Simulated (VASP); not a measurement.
# Bi (P-1) in VASP: single point with PBE

Aim: the single point of Bi with PBE.

Everything below comes from runs of VASP 6.6.1. Logs are shortened: lines on timing, memory, paths and dates and some standing lists are left out, and cuts for length are marked.

## (1) The cell of the first run

The typed cell holds 2 atoms: a = 4.638 Å, b = 4.789 Å, c = 4.812 Å, α = 57.33°, β = 56.68°, γ = 57.65°.

## (2) Single point, PBE (equal xy, yz and zx shear strains of -3 %)

File INCAR:

```
PREC     = Accurate       # precision mode
ENCUT    = 520            # plane-wave cutoff, eV
EDIFF    = 1E-6           # SCF threshold, eV
ISMEAR   = -1             # smearing method
SIGMA    = 0.03           # smearing width, eV
LREAL    = F              # projectors in reciprocal space
LASPH    = T              # aspherical terms in the spheres
NELM     = 60             # most SCF steps
ALGO     = Normal         # electronic algorithm
ISIF     = 2              # what is computed and relaxed
LWAVE    = F              # write WAVECAR
LCHARG   = F              # write CHGCAR
GGA      = PE             # functional
NBANDS   = 22             # bands
```

File KPOINTS:

```
regular mesh
0
Gamma
  11 11 11
```

File POSCAR:

```
Bi
1.0
    2.1940049238      1.2189119810      3.9002202502
   -2.3519944330      1.2871019714      3.9684102405
   -0.0199404907     -2.6839439523      3.9933695093
Bi
2
Direct
    0.2338900000      0.2338900000      0.2338900000
    0.7661100000      0.7661100000      0.7661100000
```

Potentials or basis: VASP PAW PBE potentials, release 64 (Bi_d).

On the command line:

```sh
cat potpaw_PBE.64/Bi_d/POTCAR > POTCAR
mpirun -np 1 vasp_std > vasp.out
```

OUTCAR:

```text
PREC = Accurate
   ENCUT = 520
   EDIFF = 1E-6
   ISMEAR = -1
   LREAL = F
   LASPH = T
   NELM = 60
   ISIF = 2
   GGA = PE

 ion  position               nearest neighbor table
   1  0.234  0.234  0.234-   2 3.03   2 3.09   2 3.10   2 3.48   2 3.54   2 3.58
   2  0.766  0.766  0.766-   1 3.03   1 3.09   1 3.10   1 3.48   1 3.54   1 3.58

  LATTYP: Found a triclinic cell.
 ALAT       =     7.9765226039
 B/A-ratio  =     0.5773502692
 C/A-ratio  =     0.8333547755
 COS(alpha) =     0.0052059192
 COS(beta)  =     0.3963385935
 COS(gamma) =     0.8732788530

  Lattice vectors:

 A1 = (   6.8780532991,  -4.0392359141,  -0.0432307215)
 A2 = (   2.3320539423,  -3.9710459237,   0.0249592688)
 A3 = (   4.5659398475,   2.6157539619,  -4.0615594996)

Analysis of symmetry for initial positions (statically):
=====================================================================
 Subroutine PRICEL returns:
 Original cell was already a primitive cell.

 Routine SETGRP: Setting up the symmetry group for a
 triclinic supercell.

 Subroutine GETGRP returns: Found  2 space group operations
 (whereof  2 operations were pure point group operations)
 out of a pool of  2 trial point group operations.

The static configuration has the point symmetry S_2 .

Analysis of symmetry for dynamics (positions and initial velocities):
=====================================================================
 Subroutine PRICEL returns:
 Original cell was already a primitive cell.

 Routine SETGRP: Setting up the symmetry group for a
 triclinic supercell.

 Subroutine GETGRP returns: Found  2 space group operations
 (whereof  2 operations were pure point group operations)
 out of a pool of  2 trial point group operations.

The dynamic configuration has the point symmetry S_2 .

 Subroutine INISYM returns: Found  2 space group operations
 (whereof  2 operations are pure point group operations),
 and found     1 'primitive' translations

----------------------------------------------------------------------------------------

                                     Primitive cell

  volume of cell :      70.7180

  direct lattice vectors                    reciprocal lattice vectors
     2.194004924  1.218911981  3.900220250     0.223293484  0.131695654  0.089627653
    -2.351994433  1.287101971  3.968410240    -0.216854868  0.124992887  0.082924886
    -0.019940491 -2.683943952  3.993369509    -0.002585458 -0.252835383  0.080471503

  length of vectors
     4.638008411  4.789236801  4.811543702     0.274293349  0.263677440  0.265345206

  position of ions in fractional coordinates (direct lattice)
     0.233890000  0.233890000  0.233890000
     0.766110000  0.766110000  0.766110000

  ion indices of the primitive-cell ions
   primitive index   ion index
                 1           1
                 2           2

----------------------------------------------------------------------------------------

 KPOINTS: regular mesh

Automatic generation of k-mesh.
 Grid dimensions read from file:
 generate k-points for:   11   11   11

 Generating k-lattice:

  Cartesian coordinates                     Fractional coordinates (reciprocal lattice)
     0.020299408  0.011972332  0.008147968     0.090909091 -0.000000000  0.000000000
    -0.019714079  0.011362990  0.007538626     0.000000000  0.090909091  0.000000000
    -0.000235042 -0.022985035  0.007315591     0.000000000 -0.000000000  0.090909091

  Length of vectors
     0.024935759  0.023970676  0.024122291

  Shift w.r.t. Gamma in fractional coordinates (k-lattice)
     0.000000000  0.000000000  0.000000000

 Subroutine IBZKPT returns following result:
 ===========================================

 Found    666 irreducible k-points:

 Following reciprocal coordinates:
            Coordinates               Weight
  0.000000  0.000000  0.000000      1.000000
  0.090909  0.000000  0.000000      2.000000
  0.181818  0.000000  0.000000      2.000000
  0.272727  0.000000  0.000000      2.000000
  0.363636  0.000000  0.000000      2.000000
  0.454545  0.000000  0.000000      2.000000
[... 16 lines left out ...]
  0.454545  0.181818  0.000000      2.000000
 -0.454545  0.181818 -0.000000      2.000000
 [... further k-points ...]
   k-points           NKPTS =    666   k-points in BZ     NKDIM =    666   number of bands    NBANDS=     22
   number of dos      NEDOS =    301   number of ions     NIONS =      2
   total plane-waves  NPLWV =  46656
   dimension x,y,z NGX =    36 NGY =   36 NGZ =   36
   dimension x,y,z NGXF=    72 NGYF=   72 NGZF=   72
   ions per type =               2
   NGX,Y,Z   is equivalent  to a cutoff of  12.90, 12.50, 12.44 a.u.
   NGXF,Y,Z  is equivalent  to a cutoff of  25.81, 24.99, 24.88 a.u.
 SYSTEM =  unknown system
   PREC   = accura    normal or accurate (medium, high low for compatibility)
   ISTART =      0    job   : 0-new  1-cont  2-samecut
   ICHARG =      2    charge: 1-file 2-atom 10-const
   ISPIN  =      1    spin polarized calculation?
   LNONCOLLINEAR =      F non collinear calculations
   LSORBIT =      F    spin-orbit coupling
   LASPH  =      T    aspherical Exc in radial PAW
   ENCUT  =  520.0 eV  38.22 Ry    6.18 a.u.   8.62  8.90  8.95*2*pi/ulx,y,z
   NELM   =     60;   NELMIN=  2; NELMDL= -5     # of ELM steps
   EDIFF  = 0.1E-05   stopping-criterion for ELM
   LREAL  =      F    real-space projection
   EDIFFG = 0.1E-04   stopping-criterion for IOM
   NSW    =      0    number of steps for IOM
   IBRION =     -1    ionic relax: 0-MD 1-quasi-New 2-CG
   NFREE  =      0    steps in history (QN), initial steepest desc. (CG)
   ISIF   =      2    stress and relaxation
   ISYM   =      2    0-nonsym 1-usesym 2-fastsym
   POTIM  = 0.5000    time-step for ionic-motion
   TEBEG  =    0.0;   TEEND  =   0.0 temperature during run
   PSTRESS=    0.0 pullay stress
   NELECT =      30.0000    total number of electrons
   NUPDOWN=      -1.0000    fix difference up-down
   EMIN   =  10.00;   EMAX   =-10.00  energy-range for DOS
   EFERMI =   0.00;   METHOD = LEGACY
   ISMEAR =    -1;   SIGMA  =   0.03  broadening in eV -4-tet -1-fermi 0-gaus
   EFERMI_NEDOS =   21; number of points for ismear=-14 and -15
   IALGO  =     38    algorithm
   IMIX   =      4    mixing-type and parameters
     AMIX     =   0.40;   BMIX     =  1.00
     AMIX_MAG =   1.60;   BMIX_MAG =  1.00
  volume/ion in A,a.u.               =      35.36       238.61
  Fermi-wavevector in a.u.,A,eV,Ry     =   1.230095  2.324542 20.587432  1.513134
  Thomas-Fermi vector in A             =   2.364957
   LORBIT       =      0    0 simple, 1 ext, 2 COOP (PROOUT), +10 PAW based schemes
   GGA     = PE    functional components
   LHFCALC =     F    Hartree Fock is set to
   AEXX    =    0.0000 exact exchange contribution
   IVDW    =     0    specifies the selected vdW correction
   LEPSILON=     F    determine dielectric tensor
   LRPA    =     F    only Hartree local field effects (RPA)
 non-spin polarized calculation
  energy-cutoff  :      520.00
  volume of cell :       70.72
 maximum number of plane-waves:      1926
   NGX = 17   NGY = 17   NGZ = 17

 number of electron      30.0000002 magnetization

 Free energy of the ion-electron system (eV)
  ---------------------------------------------------
  ext. energy  EPLUGINS =         0.00000000
  ---------------------------------------------------
  free energy    TOTEN  =        -7.74483977 eV

  energy without entropy =       -7.74421867  energy(sigma->0) =       -7.74452922

 E-fermi :   6.2859     XC(G=0):  -9.5068

 val. band max:        6.2731576905   @ k =   0.1818   0.1818   0.3636
 cond. band min:       6.2921932024   @ k =   0.2727  -0.4545   0.3636
 fundamental gap:      0.0190355119
 Fermi energy:         6.2858838388

 k-point     1 :       0.0000    0.0000    0.0000
  band No.  band energies     occupation
      1     -16.6538      2.00000
      2     -16.6269      2.00000
      3     -16.4953      2.00000
      4     -16.4898      2.00000
      5     -16.4725      2.00000
      6     -16.3120      2.00000
[... 14 lines left out ...]
     21      12.3283      0.00000
     22      12.3643      0.00000

 k-point     2 :       0.0909    0.0000    0.0000
  band No.  band energies     occupation
      1     -16.6472      2.00000
      2     -16.6199      2.00000
      3     -16.4911      2.00000
      4     -16.4870      2.00000
      5     -16.4684      2.00000
      6     -16.3157      2.00000
[... 14 lines left out ...]
     21      11.9854      0.00000
     22      13.0483      0.00000

 k-point     3 :       0.1818    0.0000    0.0000
  band No.  band energies     occupation
      1     -16.6284      2.00000
      2     -16.5991      2.00000
      3     -16.4821      2.00000
      4     -16.4758      2.00000
      5     -16.4564      2.00000
      6     -16.3271      2.00000
[... 14 lines left out ...]
     21      12.3369      0.00000
     22      14.4923      0.00000

 k-point     4 :       0.2727    0.0000    0.0000
  band No.  band energies     occupation
      1     -16.6010      2.00000
      2     -16.5660      2.00000
      3     -16.4722      2.00000
      4     -16.4557      2.00000
      5     -16.4375      2.00000
      6     -16.3467      2.00000
[... 14 lines left out ...]
     21      13.0535      0.00000
     22      16.1274      0.00000

 k-point     5 :       0.3636    0.0000    0.0000
  band No.  band energies     occupation
      1     -16.5715      2.00000
      2     -16.5233      2.00000
      3     -16.4621      2.00000
      4     -16.4316      2.00000
      5     -16.4148      2.00000
      6     -16.3740      2.00000
[... 417 lines left out ...]
 k-point    22 :       0.3636    0.1818    0.0000
  band No.  band energies     occupation
      1     -16.5975      2.00000
      2     -16.5282      2.00000
      3     -16.4720      2.00000
      4     -16.4435      2.00000
      5     -16.4177      2.00000
      6     -16.3644      2.00000
[... 14 lines left out ...]
     21      14.7703      0.00000
     22      15.5269      0.00000

 k-point    23 :       0.4545    0.1818    0.0000
  band No.  band energies     occupation
      1     -16.5777      2.00000
      2     -16.5015      2.00000
      3     -16.4539      2.00000
      4     -16.4401      2.00000
      5     -16.4024      2.00000
      6     -16.3796      2.00000
[... 14 lines left out ...]
     21      15.6701      0.00000
     22      16.0209      0.00000

 k-point    24 :      -0.4545    0.1818   -0.0000
  band No.  band energies     occupation
      1     -16.5722      2.00000
      2     -16.4771      2.00000
      3     -16.4478      2.00000
      4     -16.4246      2.00000
      5     -16.4116      2.00000
      6     -16.3808      2.00000
[... 14 lines left out ...]
     21      14.8915      0.00000
     22      16.4298      0.00000

 [... further k-points ...]
[... 5 lines left out ...]
  --------------------------------------------------------------------------------------
  -------------------------------------------------------------------------------------
  Total        0.4335953      1.1216604      0.8307918      0.0927790      0.6290513      0.2710088
  in kB        9.8234778     25.4121904     18.8223108      2.1019887     14.2517044      6.1399399
  external PRESSURE =      18.0193263 kB  Pullay stress =       0.0000000 kB

 VOLUME and BASIS-vectors are now :
 -----------------------------------------------------------------------------
  energy-cutoff  :      520.00
  volume of cell :       70.72
      direct lattice vectors                 reciprocal lattice vectors
     2.194004924  1.218911981  3.900220250     0.223293484  0.131695654  0.089627653
    -2.351994433  1.287101971  3.968410240    -0.216854868  0.124992887  0.082924886
    -0.019940491 -2.683943952  3.993369509    -0.002585458 -0.252835383  0.080471503

 POSITION                                       TOTAL-FORCE (eV/Angst)
 -----------------------------------------------------------------------------------
     -0.04162     -0.04162      2.77440         0.085094      0.186523      0.196786
     -0.13631     -0.13631      9.08760        -0.085094     -0.186523     -0.196786
 -----------------------------------------------------------------------------------
    total drift:                                0.000000     -0.000000      0.000000

  FREE ENERGIE OF THE ION-ELECTRON SYSTEM (eV)
  ---------------------------------------------------
  free  energy   TOTEN  =        -7.7448397713 eV

  energy  without entropy=       -7.7442186651  energy(sigma->0) =       -7.74452922
```

Wall time 6 min (1 thread of Intel Xeon 6975P-C (Granite Rapids), shared host); peak memory 0.83 GiB.

Results:

| Item | Value |
| --- | --- |
| Free energy | -7.7448 eV |
| Pressure | 1.8 GPa |
| Largest force | 0.284 eV/Å |
| Band gap on the k mesh | zero (bands 15 and 16 overlap by 0.25 eV) |

Forces in eV/Å, atoms in the order of the input:
```
Bi   0.085  0.187  0.197
Bi  -0.085 -0.187 -0.197
```

Levels at points of the mesh, in eV from the Fermi level:
```csv
k point,band 11,band 12,band 13,band 14,band 15,band 16,band 17,band 18,band 19,band 20
"(0.00, 0.00, 0.00)",-13.07,-7.48,-1.56,-1.35,-0.96,2.44,2.74,3.20,5.56,5.67
```

Caveat: the cell differs from its parent crystal (equal xy, yz and zx shear strains of -3 %); spin-orbit coupling is left out, which moves the levels of the heavy elements.
